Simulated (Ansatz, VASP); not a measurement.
## Si4O in VASP and in Ansatz

The input INCAR:

```
SYSTEM = Si4O
PREC = Accurate
ENCUT = 520
EDIFF = 1E-6
ISMEAR = 0
SIGMA = 0.05
LREAL = .FALSE.
LASPH = .TRUE.
NELM = 150
ALGO = Normal
ISIF = 2
LWAVE = .FALSE.
LCHARG = .TRUE.
ISPIN = 2
MAGMOM = 0 0 0 0 2
LORBIT = 11
LDIPOL = .TRUE.
IDIPOL = 3
DIPOL = 0.5 0.5 0.327
GGA = PE
IVDW = 12
LELF = .TRUE.
LVHAR = .TRUE.
LVACPOTAV = .TRUE.
NBANDS = 23
```

KPOINTS

```
regular mesh
0
G
  7 7 1
  0 0 0
```

POSCAR

```
Si4O
1.0
    3.8333442603      0.0000000000      0.0000000000
    0.0000000000      3.8333442603      0.0000000000
    0.0000000000      0.0000000000     21.1034818054
Si O
4 1
Direct
    0.0000000000      0.5000000000      0.1895421825
    0.0000000000      0.0000000000      0.2537634268
    0.5000000000      0.0000000000      0.3207061911
    0.5000000000      0.5000000000      0.3839879068
    0.8750000000      0.5000000000      0.4882361072
```

Input for Ansatz:

```yaml
crystal:
  lattice:
    - [3.8333442603, 0.0, 0.0]
    - [0.0, 3.8333442603, 0.0]
    - [0.0, 0.0, 21.1034818054]
  atoms:
    - { symbol: Si, position: [0.0, 0.5, 0.1895421825] }
    - { symbol: Si, position: [0.0, 0.0, 0.2537634268] }
    - { symbol: Si, position: [0.5, 0.0, 0.3207061911] }
    - { symbol: Si, position: [0.5, 0.5, 0.3839879068] }
    - { symbol: O, position: [0.875, 0.5, 0.4882361072], spin: 2.0 }
basis:
  ecutwfc: 420
kpoints:
  mp_grid: { grid: [7, 7, 1] }
hamiltonian:
  xc: pbe
  pseudopotentials: { kind: paw, azcp: { folder: soft_1 } }
  dispersion: d3bj
scf:
  occupations: { method: gaussian, width: 0.05 }
output:
  forces: true
  eigenvalues: true
  populations: true
magnetization:
  spin_polarized: true
efield:
  axis: 3
  dipole_correction: true
  ramp_width: 0.04
```

Alike in both runs: task single point; functional PBE; dispersion D3(BJ); k mesh 7 × 7 × 1; occupations gaussian, width 0.05 eV; collinear spin.

```csv
,VASP,Ansatz
version,VASP 6.6.1,Ansatz 0.2.0
potentials or method,"VASP PAW PBE potentials, release 64 (Si, O), cutoff 520 eV","scalar-relativistic, plane waves, PAW"
valence electrons in the cell,22,22
```

VASP gave:

- gap on the k mesh at the Fermi level (eV): none
- rms of the force components (eV/Å): 0.800
- net moment per atom (μB): 0.23
- size of the moment on the site where the two differ most (μB): 1.05
- work function, face that differs most (eV): 7.48

Problem. What did Ansatz give for the same quantities?

Solution. gap on the k mesh at the Fermi level (eV): none; rms of the force components (eV/Å): 0.812; net moment per atom (μB): 0.23; size of the moment on the site where the two differ most (μB): 1.26; work function, face that differs most (eV): 7.51.

Site moments also hang on the region over which each program counts them. Atom by atom the forces differ by 0.012 eV/Å (rms over components). A gap of «none» marks a metal or a gap that the smearing closes.
